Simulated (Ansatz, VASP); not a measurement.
**Two plane-wave programs on GdH6NO3**

Contents of INCAR:

```
PREC = Accurate
ENCUT = 520
EDIFF = 1E-7
ISMEAR = 0
SIGMA = 0.01
LREAL = False
LASPH = True
NELM = 150
ALGO = Normal
ISIF = 2
LWAVE = False
LCHARG = False
ISPIN = 2
MAGMOM = 7 0 0 0 0 0 0 0 0 0 0
LORBIT = 11
LMAXMIX = 6
GGA = PE
NBANDS = 38
```

The input KPOINTS:

```
Automatic mesh
0
Gamma
  1 1 1
```

Contents of POSCAR:

```
GdH6NO3
1.0
   12.8300000000      0.0000000000      0.0000000000
    0.0000000000     12.7700000000      0.0000000000
    0.0000000000      0.0000000000     12.6700000000
Gd O H N
1 3 6 1
Direct
    0.5267552600      0.4773320300      0.5243804300
    0.6083125500      0.5978739200      0.6009700100
    0.4021317200      0.4055450300      0.6038800300
    0.6030249400      0.3937180900      0.4044435700
    0.6489618100      0.6477337500      0.6407892700
    0.3507404500      0.3683860600      0.6451073400
    0.6430491000      0.3523884100      0.3551696900
    0.3680163700      0.6431511400      0.4470015800
    0.4598620400      0.6411910700      0.3561712700
    0.3679220600      0.5511393900      0.3559068700
    0.4157272000      0.5941378200      0.4044893400
```

Input for Ansatz:

```yaml
crystal:
  lattice:
    - [12.83, 0.0, 0.0]
    - [0.0, 12.77, 0.0]
    - [0.0, 0.0, 12.67]
  atoms:
    - { symbol: Gd, position: [0.52675526, 0.47733203, 0.52438043], spin: 7.0 }
    - { symbol: O, position: [0.60831255, 0.59787392, 0.60097001] }
    - { symbol: H, position: [0.64896181, 0.64773375, 0.64078927] }
    - { symbol: O, position: [0.40213172, 0.40554503, 0.60388003] }
    - { symbol: H, position: [0.35074045, 0.36838606, 0.64510734] }
    - { symbol: O, position: [0.60302494, 0.39371809, 0.40444357] }
    - { symbol: H, position: [0.6430491, 0.35238841, 0.35516969] }
    - { symbol: "N", position: [0.4157272, 0.59413782, 0.40448934] }
    - { symbol: H, position: [0.36801637, 0.64315114, 0.44700158] }
    - { symbol: H, position: [0.45986204, 0.64119107, 0.35617127] }
    - { symbol: H, position: [0.36792206, 0.55113939, 0.35590687] }
basis:
  ecutwfc: 420
  ecutrho_ratio: 4
kpoints:
  mp_grid: { grid: [1, 1, 1] }
hamiltonian:
  xc: pbe
scf:
  occupations: { method: gaussian, width: 0.01 }
output:
  forces: true
  eigenvalues: true
  populations: true
  hubbard: { sites: [{ species: Gd, l: f }] }
magnetization:
  spin_polarized: true
```

Alike in both runs: task single point; functional PBE; k mesh 1 × 1 × 1; occupations gaussian, width 0.01 eV; collinear spin.

```csv
,VASP,Ansatz
version,VASP 6.6.1,Ansatz 0.2.0
potentials or method,"VASP PAW PBE potentials, release 64 (Gd, O, H, N), cutoff 520 eV","scalar-relativistic, plane waves, PAW"
valence electrons in the cell,47,47
```

```csv
,VASP,Ansatz,Ansatz less VASP
gap on the k mesh at the Fermi level (eV),3.45,3.41,-0.040
rms of the force components (eV/Å),0.086,0.089,+0.0030
net moment per atom (μB),0.64,0.64,0.000
size of the moment on the site where the two differ most (μB),6.76,6.70,-0.067
```

Site moments also hang on the region over which each program counts them.

Neither program's run includes spin-orbit coupling.
